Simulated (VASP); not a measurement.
Input of a VASP 6.6.1 run:

Contents of INCAR:

```
ALGO = Normal
EDIFF = 1E-7
ENCUT = 520
GGA = PE
ISIF = 2
ISMEAR = -1
LASPH = True
LCHARG = False
LREAL = Auto
LWAVE = False
NBANDS = 224
NELM = 60
PREC = Accurate
SIGMA = 0.02
```

KPOINTS

```
k-points
0
Gamma
  1 1 1
```

File POSCAR:

```
Ti16SiO32
1.0
    7.5784000000      0.0000000000      0.0000000000
    0.0000000000      7.5784000000      0.0000000000
    0.0000000000      0.0000000000      9.5370000000
Ti O Si
16 32 1
Direct
   -0.0425947430      0.0206112108      0.0069309007
   -0.0210466589      0.2506597699      0.2781272937
    0.4688852528      0.0197139238      0.0344343085
    0.4886255674      0.2739496464      0.2682394883
   -0.0454713396      0.5404043070      0.0156023907
   -0.0524121187      0.7564261586      0.2533920520
    0.2451440937      0.2575081811      0.5037013736
    0.2190831838      0.5347962631      0.7486735871
    0.4449092157      0.5000000000      0.0201006606
    0.4310540483      0.7452760477      0.2657963720
    0.7316847883      0.2713501531      0.5056307015
    0.7316188114      0.5048031247      0.7428960889
    0.1836139555      0.7555288715      0.5152983118
    0.2244932967      0.0312598965      0.7542413757
    0.7052412119      0.7454607833      0.4942225018
    0.7296658925      0.0326586087      0.7307434204
   -0.0293069777      0.0166130054      0.2200272622
   -0.0120605933      0.2509632640      0.4753696131
   -0.1007600549      0.2452100707      0.0249134948
   -0.0333183785      0.0180117175      0.8120058719
    0.4681331152      0.0184075794      0.2308692461
    0.4847989021      0.2694236250      0.4601446996
    0.4931911749      0.2733690489      0.0681346335
    0.4655600127     -0.0184075794      0.8097619797
   -0.0420801225      0.5010952180      0.2081681871
   -0.0499313839      0.7792014145      0.4621683968
   -0.0013987121      0.7691861079      0.0467232882
   -0.0354956191      0.5198590732      0.7819335221
    0.2512667582      0.2603715824      0.7134318968
    0.1993824554      0.5231579225      0.9592953759
    0.2438377494      0.5013327351      0.5468491140
    0.2311965586      0.2951282593      0.3045297263
    0.4475482952      0.5242135543      0.2277236028
    0.4487886625      0.7636044548      0.4571458530
    0.4625250713      0.7469386678      0.0466603754
    0.4343133115      0.6187057954      0.8289399182
    0.6428401773      0.2755990710      0.7227010590
    0.7020347303      0.5917607938      0.9892943274
    0.7564525494      0.5269450016      0.5486211597
    0.7366726486      0.3005119814      0.3136311209
    0.1757890848      0.7646073050      0.7222187271
    0.2201388156     -0.0006201837      0.9810212855
    0.2251530666      0.0245830254      0.5504456328
    0.1926791935      0.7836086773      0.3157177309
    0.7040272353      0.7535759527      0.7328405159
    0.7088303600     -0.0650005278      0.9795742896
    0.7262878708      0.0349414124      0.5417636573
    0.7142008867      0.7676950280      0.2880884974
    0.5765728914      0.7691333263      0.9081786725
```

Potentials or basis: VASP PAW PBE potentials, release 64 (Ti_sv, O, Si).

Run with:

```console
$ cat potpaw_PBE.64/Ti_sv/POTCAR potpaw_PBE.64/O/POTCAR potpaw_PBE.64/Si/POTCAR > POTCAR
$ mpirun -np 1 vasp_gam > vasp.out
```

Task: Estimate the largest force.

Result: 6.360 eV/Å.

Task: Estimate the pressure.

Result: 10.6 GPa.

Forces in eV/Å, atoms in the order of the input:
```
Ti   1.339  0.702  0.486
Ti   0.551  0.091 -1.610
Ti  -3.224  2.606  0.827
Ti  -1.186 -1.203 -0.077
Ti   0.722 -2.144 -1.652
Ti   1.993  0.636 -0.191
Ti  -1.026  0.060  0.092
Ti  -0.865 -1.481  1.601
Ti  -2.102 -1.163 -0.594
Ti   0.333  4.243  1.324
Ti  -0.257  0.541  0.947
Ti   0.291  0.077  2.126
Ti   1.906  0.651 -0.658
Ti  -0.587 -1.000  2.185
Ti  -0.951  2.857 -0.763
Ti  -0.507  0.262  2.946
O   -0.326  0.299  0.204
O   -0.694  0.668  0.096
O    0.479  1.568  1.129
O   -0.689  0.525 -3.110
O    0.321 -0.220 -0.449
O    0.423  0.213  1.570
O    0.692 -1.558 -1.862
O    1.500 -1.152  0.574
O    0.558  0.784  0.188
O   -0.271 -0.111  0.754
O   -0.785 -0.877  1.534
O   -0.491 -1.104  0.605
O   -0.102  1.377  1.066
O    0.388 -1.641  1.152
O   -0.909  2.580  0.822
O   -0.459 -0.758 -0.832
O    0.582 -2.640 -0.989
O    0.937 -0.075  1.643
O   -2.991  3.539  3.858
O    2.862 -1.234 -1.324
O    1.286 -0.746 -0.100
O    0.129 -1.244 -2.759
O    0.045 -1.716 -0.311
O   -0.600 -0.280 -1.288
O    0.080  1.226 -1.775
O    0.607  1.387 -0.422
O    0.026 -2.639  0.393
O    0.142 -0.543 -1.745
O   -0.719  2.166  0.317
O   -0.674  0.411 -1.226
O    0.321 -3.177 -0.522
O   -1.958 -0.255  0.850
Si   3.858 -0.508 -5.031
```

Caveat: the k points lie up to 0.83 Å⁻¹ apart.
